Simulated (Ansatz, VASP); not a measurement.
Two plane-wave programs on KTaO3

Contents of INCAR:

```
SYSTEM = KTaO3
PREC = Accurate
ENCUT = 520
EDIFF = 1E-6
ISMEAR = 0
SIGMA = 0.05
LREAL = .False.
LASPH = .True.
NELM = 80
ALGO = Normal
ISIF = 2
LWAVE = .False.
LCHARG = .True.
GGA = PS
LELF = .True.
LVHAR = .True.
NBANDS = 27
```

KPOINTS

```
regular mesh
0
Gamma
  8 8 8
  0 0 0
```

File POSCAR:

```
KTaO3
1.0
    3.7590143397      0.0000000000      0.0000000000
    0.0000000000      3.7590143397      0.0000000000
    0.0000000000      0.0000000000      4.2409199780
K Ta O
1 1 3
Direct
    0.5000000000      0.5000000000      0.5000000000
    0.0000000000      0.0000000000      0.0000000000
    0.5000000000      0.0000000000      0.0000000000
    0.0000000000      0.5000000000      0.0000000000
    0.0000000000      0.0000000000      0.5000000000
```

Input for Ansatz:

```yaml
crystal:
  lattice:
    - [3.7590143397, 0.0, 0.0]
    - [0.0, 3.7590143397, 0.0]
    - [0.0, 0.0, 4.240919978]
  atoms:
    - { symbol: K, position: [0.5, 0.5, 0.5] }
    - { symbol: Ta, position: [0.0, 0.0, 0.0] }
    - { symbol: O, position: [0.5, 0.0, 0.0] }
    - { symbol: O, position: [0.0, 0.5, 0.0] }
    - { symbol: O, position: [0.0, 0.0, 0.5] }
basis:
  ecutwfc: 520.0
kpoints:
  mp_grid: { grid: [8, 8, 8] }
hamiltonian:
  xc: pbesol
  pseudopotentials: { kind: paw }
scf:
  occupations: { method: gaussian, width: 0.05 }
output:
  forces: true
  stress: true
  eigenvalues: true
  write_density: true
  write_potential: true
  elf: true
  volumetric_format: npy
```

Alike in both runs: task single point; functional PBEsol; k mesh 8 × 8 × 8; occupations gaussian, width 0.05 eV; no spin polarisation.

```csv
,VASP,Ansatz
version,VASP 6.6.1,Ansatz 0.2.0
potentials or method,"VASP PAW PBE potentials, release 64 (K_sv, Ta_pv, O), cutoff 520 eV","scalar-relativistic, plane waves, PAW"
valence electrons in the cell,38,40
```

```tsv
	VASP	Ansatz	Ansatz less VASP
gap on the k mesh at the Fermi level (eV)	2.02	2.06	+0.045
least direct gap on the mesh (eV)	2.42	2.46	+0.039
pressure (GPa)	20.0	18.8	-1.19
traceless stress, the component that is largest in VASP (GPa)	-34.05	-33.37	+0.679
```

VASP's potentials were made for PBE, not for PBEsol. VASP's potentials hold 38 valence electrons a cell and Ansatz's 40, so a difference there can come from the potentials and not from the codes.

Spin-orbit coupling is off throughout.
